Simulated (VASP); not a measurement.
Here is a VASP 6.6.1 calculation.

File INCAR:

```
ALGO     = Normal         # electronic algorithm
EDIFF    = 1E-6           # SCF threshold, eV
EDIFFG   = -0.01          # ionic threshold
ENCUT    = 600            # plane-wave cutoff, eV
GGA      = PE             # functional
IBRION   = 2              # ionic algorithm
ISIF     = 3              # what is computed and relaxed
ISMEAR   = -1             # smearing method
LASPH    = True           # aspherical terms in the spheres
LCHARG   = False          # write CHGCAR
LREAL    = False          # projectors in reciprocal space
LWAVE    = False          # write WAVECAR
NELM     = 100            # most SCF steps
NSW      = 80             # ionic steps
PREC     = Accurate       # precision mode
SIGMA    = 0.1            # smearing width, eV
```

The input KPOINTS:

```
k-points
0
Gamma
  14 14 14
```

Contents of POSCAR:

```
W
1.0
    0.0000000000      1.9936234741      1.9936234741
    1.9936234741      0.0000000000      1.9936234741
    1.9936234741      1.9936234741      0.0000000000
W
1
Direct
    0.0000000000      0.0000000000      0.0000000000
```

Potentials or basis: VASP PAW PBE potentials, release 64 (W_sv).

Launch:

```console
$ cat potpaw_PBE.64/W_sv/POTCAR > POTCAR
$ mpirun -np 1 vasp_std > vasp.out
```

(1) Estimate the relaxed volume.

(2) Estimate the relaxed cell.

(3) Predict the space group after relaxing (to 0.05 Å).

(4) What does it give for the band gap on the k mesh?

Answers

(1) 16.49 Å³/atom.

(2) a = 2.857 Å, b = 2.857 Å, c = 2.857 Å, α = 60.00°, β = 60.00°, γ = 60.00°.

(3) Fm-3m (No. 225).

(4) zero (band 7 reaches 13.44 eV, above the bottom of band 8 at 9.87 eV).

Caveat: spin-orbit coupling is left out, which moves the levels of the heavy elements.
